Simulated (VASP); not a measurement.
Set up this calculation in VASP 6.6.1, as the native input.

| Item | Value |
| --- | --- |
| Task | single point |
| Functional | PBEsol |
| Potentials or basis | VASP PAW PBE potentials, release 64 (B) |
| Cutoff | 520 eV |
| k mesh | 21 × 21 × 21 |
| Occupations | fermi-dirac, width 0.1 eV |
| Spin | no spin polarisation |
| Dipole correction | no |
| Further INCAR settings | ALGO = Normal; EDIFF = 1e-06; NBANDS = 8 |

The structure of B lies in POSCAR:

```
B
1.0
    0.0000000000      1.4829253056      1.4829253056
    1.4829253056      0.0000000000      1.4829253056
    1.4829253056      1.4829253056      0.0000000000
B
1
Direct
    0.0000000000      0.0000000000      0.0000000000
```

This cell differs from its parent crystal: volume scaled by 1.12.

One way to write it, as run:

INCAR

```
SYSTEM = B
PREC = Accurate
ENCUT = 520
EDIFF = 1E-6
ISMEAR = -1
SIGMA = 0.1
LREAL = .False.
LASPH = .True.
NELM = 80
ALGO = Normal
ISIF = 2
LWAVE = .False.
LCHARG = .True.
GGA = PS
LELF = .True.
LVHAR = .True.
NBANDS = 8
```

KPOINTS

```
Automatic mesh
0
Gamma
  21 21 21
  0 0 0
```

Potentials or basis: VASP PAW PBE potentials, release 64 (B).

Run with:

```sh
$ cat potpaw_PBE.64/B/POTCAR > POTCAR
$ mpirun -np 1 vasp_std > vasp.out
```

Results of the run:

The pressure is -25.3 GPa.

Caveat: the PAW data sets were made with another functional, which shifts forces and pressure a little.

Run time: 6.2 s on 1 thread of Intel(R) Xeon(R) Platinum 8488C (Sapphire Rapids), with other jobs on the host, peak memory 0.11 GiB.
